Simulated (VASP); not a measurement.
# Rh (Fm-3m) in VASP: notebook

Rh is run at these levels: LDA; tasks: single point.

Program: VASP 6.6.1. These are calculated values, not measurements. Logs are shortened: lines on timing, memory, paths and dates and some standing lists are left out, and cuts for length are marked.

## Step 1: The cell of the first run

It takes space group Fm-3m (No. 225, cubic). The conventional cell has a = 2.876 Å, b = 2.876 Å, c = 2.876 Å, α = 90.00°, β = 90.00°, γ = 90.00°. Rh (site symmetry m-3m) has 12 Rh at 2.03 Å within 2.7 Å.

## Step 2: Single point, LDA (volume scaled by 0.45)

The input, INCAR:

```
SYSTEM = Rh
ALGO = Normal
EDIFF = 1E-6
ENCUT = 520
ISIF = 2
ISMEAR = -1
LASPH = .TRUE.
LCHARG = .FALSE.
LREAL = .FALSE.
LWAVE = .FALSE.
NBANDS = 14
NELM = 60
PREC = Accurate
SIGMA = 0.05
```

The input, KPOINTS:

```
k-points
0
G
  17 17 17
  0 0 0
```

The input, POSCAR:

```
Rh
1.0
    0.0000000000      1.4382321524      1.4382321524
    1.4382321524      0.0000000000      1.4382321524
    1.4382321524      1.4382321524      0.0000000000
Rh
1
Direct
    0.0000000000      0.0000000000      0.0000000000
```

Potentials or basis: VASP PAW LDA potentials, release 64 (Rh_pv).

The run is started by

```bash
$ cat potpaw_LDA.64/Rh_pv/POTCAR > POTCAR
$ mpirun -np 1 vasp_std > vasp.out
```

OUTCAR:

```text
SYSTEM = Rh
   EDIFF = 1E-6
   ENCUT = 520
   ISIF = 2
   ISMEAR = -1
   LASPH = .TRUE.
   LREAL = .FALSE.
   NELM = 60
   PREC = Accurate

 ion  position               nearest neighbor table
   1  0.000  0.000  0.000-

  LATTYP: Found a face centered cubic cell.
 ALAT       =     2.8764643048

  Lattice vectors:

 A1 = (   0.0000000000,   1.4382321524,   1.4382321524)
 A2 = (   1.4382321524,   0.0000000000,   1.4382321524)
 A3 = (   1.4382321524,   1.4382321524,   0.0000000000)

Analysis of symmetry for initial positions (statically):
=====================================================================
 Subroutine PRICEL returns:
 Original cell was already a primitive cell.

 Routine SETGRP: Setting up the symmetry group for a
 face centered cubic supercell.

 Subroutine GETGRP returns: Found 48 space group operations
 (whereof 48 operations were pure point group operations)
 out of a pool of 48 trial point group operations.

The static configuration has the point symmetry O_h .

Analysis of symmetry for dynamics (positions and initial velocities):
=====================================================================
 Subroutine PRICEL returns:
 Original cell was already a primitive cell.

 Routine SETGRP: Setting up the symmetry group for a
 face centered cubic supercell.

 Subroutine GETGRP returns: Found 48 space group operations
 (whereof 48 operations were pure point group operations)
 out of a pool of 48 trial point group operations.

The dynamic configuration has the point symmetry O_h .

 Subroutine INISYM returns: Found 48 space group operations
 (whereof 48 operations are pure point group operations),
 and found     1 'primitive' translations

----------------------------------------------------------------------------------------

                                     Primitive cell

  volume of cell :       5.9500

  direct lattice vectors                    reciprocal lattice vectors
     0.000000000  1.438232152  1.438232152    -0.347649021  0.347649021  0.347649021
     1.438232152  0.000000000  1.438232152     0.347649021 -0.347649021  0.347649021
     1.438232152  1.438232152  0.000000000     0.347649021  0.347649021 -0.347649021

  length of vectors
     2.033967416  2.033967416  2.033967416     0.602145768  0.602145768  0.602145768

  position of ions in fractional coordinates (direct lattice)
     0.000000000  0.000000000  0.000000000

  ion indices of the primitive-cell ions
   primitive index   ion index
                 1           1

----------------------------------------------------------------------------------------

 KPOINTS: k-points

Automatic generation of k-mesh.
 Grid dimensions read from file:
 generate k-points for:   17   17   17

 Generating k-lattice:

  Cartesian coordinates                     Fractional coordinates (reciprocal lattice)
    -0.020449942  0.020449942  0.020449942     0.058823529  0.000000000  0.000000000
     0.020449942 -0.020449942  0.020449942     0.000000000  0.058823529  0.000000000
     0.020449942  0.020449942 -0.020449942     0.000000000  0.000000000  0.058823529

  Length of vectors
     0.035420339  0.035420339  0.035420339

  Shift w.r.t. Gamma in fractional coordinates (k-lattice)
     0.000000000  0.000000000  0.000000000

 Subroutine IBZKPT returns following result:
 ===========================================

 Found    165 irreducible k-points:

 Following reciprocal coordinates:
            Coordinates               Weight
  0.000000  0.000000  0.000000      1.000000
  0.058824  0.000000  0.000000      8.000000
  0.117647  0.000000  0.000000      8.000000
  0.176471  0.000000  0.000000      8.000000
  0.235294  0.000000  0.000000      8.000000
  0.294118  0.000000  0.000000      8.000000
[... 16 lines left out ...]
 -0.176471  0.058824  0.000000     24.000000
 -0.117647  0.058824  0.000000     24.000000
 [... further k-points ...]
   k-points           NKPTS =    165   k-points in BZ     NKDIM =    165   number of bands    NBANDS=     14
   number of dos      NEDOS =    301   number of ions     NIONS =      1
   total plane-waves  NPLWV =   4096
   dimension x,y,z NGX =    16 NGY =   16 NGZ =   16
   dimension x,y,z NGXF=    32 NGYF=   32 NGZF=   32
   ions per type =               1
   NGX,Y,Z   is equivalent  to a cutoff of  13.08, 13.08, 13.08 a.u.
   NGXF,Y,Z  is equivalent  to a cutoff of  26.16, 26.16, 26.16 a.u.
 SYSTEM =  Rh
   PREC   = accura    normal or accurate (medium, high low for compatibility)
   ISTART =      0    job   : 0-new  1-cont  2-samecut
   ICHARG =      2    charge: 1-file 2-atom 10-const
   ISPIN  =      1    spin polarized calculation?
   LNONCOLLINEAR =      F non collinear calculations
   LSORBIT =      F    spin-orbit coupling
   LASPH  =      T    aspherical Exc in radial PAW
   ENCUT  =  520.0 eV  38.22 Ry    6.18 a.u.   3.78  3.78  3.78*2*pi/ulx,y,z
   NELM   =     60;   NELMIN=  2; NELMDL= -5     # of ELM steps
   EDIFF  = 0.1E-05   stopping-criterion for ELM
   LREAL  =      F    real-space projection
   EDIFFG = 0.1E-04   stopping-criterion for IOM
   NSW    =      0    number of steps for IOM
   IBRION =     -1    ionic relax: 0-MD 1-quasi-New 2-CG
   NFREE  =      0    steps in history (QN), initial steepest desc. (CG)
   ISIF   =      2    stress and relaxation
   ISYM   =      2    0-nonsym 1-usesym 2-fastsym
   POTIM  = 0.5000    time-step for ionic-motion
   TEBEG  =    0.0;   TEEND  =   0.0 temperature during run
   PSTRESS=    0.0 pullay stress
   NELECT =      15.0000    total number of electrons
   NUPDOWN=      -1.0000    fix difference up-down
   EMIN   =  10.00;   EMAX   =-10.00  energy-range for DOS
   EFERMI =   0.00;   METHOD = LEGACY
   ISMEAR =    -1;   SIGMA  =   0.05  broadening in eV -4-tet -1-fermi 0-gaus
   EFERMI_NEDOS =   21; number of points for ismear=-14 and -15
   IALGO  =     38    algorithm
   IMIX   =      4    mixing-type and parameters
     AMIX     =   0.40;   BMIX     =  1.00
     AMIX_MAG =   1.60;   BMIX_MAG =  1.00
  volume/ion in A,a.u.               =       5.95        40.15
  Fermi-wavevector in a.u.,A,eV,Ry     =   2.228091  4.210481 67.544620  4.964390
  Thomas-Fermi vector in A             =   3.182881
   LORBIT       =      0    0 simple, 1 ext, 2 COOP (PROOUT), +10 PAW based schemes
   GGA     = CA    functional components
   LHFCALC =     F    Hartree Fock is set to
   AEXX    =    0.0000 exact exchange contribution
   IVDW    =     0    specifies the selected vdW correction
   LEPSILON=     F    determine dielectric tensor
   LRPA    =     F    only Hartree local field effects (RPA)
 non-spin polarized calculation
  energy-cutoff  :      520.00
  volume of cell :        5.95
 maximum number of plane-waves:       170
   NGX =  7   NGY =  7   NGZ =  7

 number of electron      15.0000002 magnetization

 Free energy of the ion-electron system (eV)
  ---------------------------------------------------
  ext. energy  EPLUGINS =         0.00000000
  ---------------------------------------------------
  free energy    TOTEN  =         9.86294418 eV

  energy without entropy =        9.86536552  energy(sigma->0) =        9.86415485

 E-fermi :  35.4769     XC(G=0): -20.3270

 val. band max:       35.4550804538   @ k =  -0.3529   0.3529   0.0000
 cond. band min:      35.5833153350   @ k =  -0.3529   0.1765   0.0588
 fundamental gap:      0.1282348812
 Fermi energy:        35.4768586019

 k-point     1 :       0.0000    0.0000    0.0000
  band No.  band energies     occupation
      1     -12.3319      2.00000
      2     -12.3319      2.00000
      3     -12.3319      2.00000
      4      22.8151      2.00000
      5      24.6375      2.00000
      6      24.6375      2.00000
      7      24.6375      2.00000
      8      31.9479      2.00000
      9      31.9479      2.00000
     10      45.1863      0.00000
     11      53.2455      0.00000
     12      57.1651      0.00000
     13      57.1651      0.00000
     14      57.1651      0.00000

 k-point     2 :       0.0588    0.0000    0.0000
  band No.  band energies     occupation
      1     -12.7024      2.00000
      2     -12.3736      2.00000
      3     -12.3736      2.00000
      4      23.1320      2.00000
      5      24.4635      2.00000
      6      24.8101      2.00000
      7      24.8101      2.00000
      8      31.7513      2.00000
      9      31.7513      2.00000
     10      45.9236      0.00000
     11      53.2452      0.00000
     12      56.0490      0.00000
     13      57.8423      0.00000
     14      57.8423      0.00000

 k-point     3 :       0.1176    0.0000    0.0000
  band No.  band energies     occupation
      1     -13.7278      2.00000
      2     -12.4915      2.00000
      3     -12.4915      2.00000
      4      22.9958      2.00000
      5      25.0989      2.00000
      6      25.2503      2.00000
      7      25.2503      2.00000
      8      31.3208      2.00000
      9      31.3208      2.00000
     10      47.8246      0.00000
     11      53.2422      0.00000
     12      54.0502      0.00000
     13      59.7741      0.00000
     14      59.7741      0.00000

 k-point     4 :       0.1765    0.0000    0.0000
  band No.  band energies     occupation
      1     -15.1955      2.00000
      2     -12.6665      2.00000
      3     -12.6665      2.00000
      4      22.0007      2.00000
      5      25.6859      2.00000
      6      25.6859      2.00000
      7      27.0500      2.00000
      8      31.0992      2.00000
      9      31.0992      2.00000
     10      49.2141      0.00000
     11      53.2376      0.00000
     12      53.6203      0.00000
     13      62.7280      0.00000
     14      62.7280      0.00000

 k-point     5 :       0.2353    0.0000    0.0000
  band No.  band energies     occupation
      1     -16.8530      2.00000
      2     -12.8717      2.00000
      3     -12.8717      2.00000
      4      20.9096      2.00000
      5      25.7207      2.00000
      6      25.7207      2.00000
      7      29.5546      2.00000
      8      31.6181      2.00000
      9      31.6181      2.00000
     10      48.1830      0.00000
     11      53.2469      0.00000
[... 276 lines left out ...]
 k-point    22 :      -0.2353    0.0588    0.0000
  band No.  band energies     occupation
      1     -17.4138      2.00000
      2     -13.3466      2.00000
      3     -12.8170      2.00000
      4      20.8472      2.00000
      5      25.5135      2.00000
      6      25.7592      2.00000
      7      29.3803      2.00000
      8      30.7245      2.00000
      9      34.3560      2.00000
     10      48.4657      0.00000
     11      53.2476      0.00000
     12      58.0076      0.00000
     13      66.1381      0.00000
     14      69.3242      0.00000

 k-point    23 :      -0.1765    0.0588    0.0000
  band No.  band energies     occupation
      1     -15.8007      2.00000
      2     -13.1049      2.00000
      3     -12.6143      2.00000
      4      21.8816      2.00000
      5      25.4910      2.00000
      6      25.8799      2.00000
      7      27.6431      2.00000
      8      30.0091      2.00000
      9      32.7189      2.00000
     10      49.7748      0.00000
     11      53.2454      0.00000
     12      54.4032      0.00000
     13      62.5270      0.00000
     14      65.4730      0.00000

 k-point    24 :      -0.1176    0.0588    0.0000
  band No.  band energies     occupation
      1     -14.3109      2.00000
      2     -12.8491      2.00000
      3     -12.4582      2.00000
      4      22.9564      2.00000
      5      24.6345      2.00000
      6      25.4685      2.00000
      7      26.4285      2.00000
      8      30.3127      2.00000
      9      32.0068      2.00000
     10      49.1463      0.00000
     11      53.2364      0.00000
     12      53.6471      0.00000
     13      59.6257      0.00000
     14      62.0388      0.00000

 [... further k-points ...]
[... 5 lines left out ...]
  --------------------------------------------------------------------------------------
  -------------------------------------------------------------------------------------
  Total       63.6144568     63.6144568     63.6144568      0.0000000      0.0000000      0.0000000
  in kB    17129.6870977  17129.6870977  17129.6870977      0.0000000      0.0000000      0.0000000
  external PRESSURE =   17129.6870977 kB  Pullay stress =       0.0000000 kB

 VOLUME and BASIS-vectors are now :
 -----------------------------------------------------------------------------
  energy-cutoff  :      520.00
  volume of cell :        5.95
      direct lattice vectors                 reciprocal lattice vectors
     0.000000000  1.438232152  1.438232152    -0.347649021  0.347649021  0.347649021
     1.438232152  0.000000000  1.438232152     0.347649021 -0.347649021  0.347649021
     1.438232152  1.438232152  0.000000000     0.347649021  0.347649021 -0.347649021

 POSITION                                       TOTAL-FORCE (eV/Angst)
 -----------------------------------------------------------------------------------
      0.00000      0.00000      0.00000        -0.000000      0.000000      0.000000
 -----------------------------------------------------------------------------------
    total drift:                                0.000000      0.000000     -0.000000

  FREE ENERGIE OF THE ION-ELECTRON SYSTEM (eV)
  ---------------------------------------------------
  free  energy   TOTEN  =         9.8629441762 eV

  energy  without entropy=        9.8653655213  energy(sigma->0) =        9.86415485
```

It took 4.6 s on 1 thread of Intel Xeon 6975P-C, shared host; peak memory 0.12 GiB.

The run converged, but its numbers aren't listed here, since they failed a check.

## Step 3: Single point, LDA (volume scaled by 0.52)

The input, INCAR:

```
SYSTEM = Rh
PREC = Accurate
ENCUT = 520
EDIFF = 1E-6
ISMEAR = -1
SIGMA = 0.05
LREAL = .FALSE.
LASPH = .TRUE.
NELM = 60
ALGO = Normal
ISIF = 2
LWAVE = .FALSE.
LCHARG = .TRUE.
GGA = CA
LELF = .TRUE.
LVHAR = .TRUE.
NBANDS = 14
```

The input, KPOINTS:

```
regular mesh
0
G
  17 17 17
  0 0 0
```

The input, POSCAR:

```
Rh
1.0
    0.0000000000      1.5092433468      1.5092433468
    1.5092433468      0.0000000000      1.5092433468
    1.5092433468      1.5092433468      0.0000000000
Rh
1
Direct
    0.0000000000      0.0000000000      0.0000000000
```

Potentials or basis: VASP PAW LDA potentials, release 64 (Rh_pv).

The run is started by

```bash
$ cat potpaw_LDA.64/Rh_pv/POTCAR > POTCAR
$ mpirun -np 1 vasp_std > vasp.out
```

Run time: 4.7 s. Hardware: 1 thread of Intel Xeon 6975P-C, shared host; peak memory 0.12 GiB.

The run converged, but its numbers aren't listed here, since they failed a check.

(Continued in part 2 of 2.)
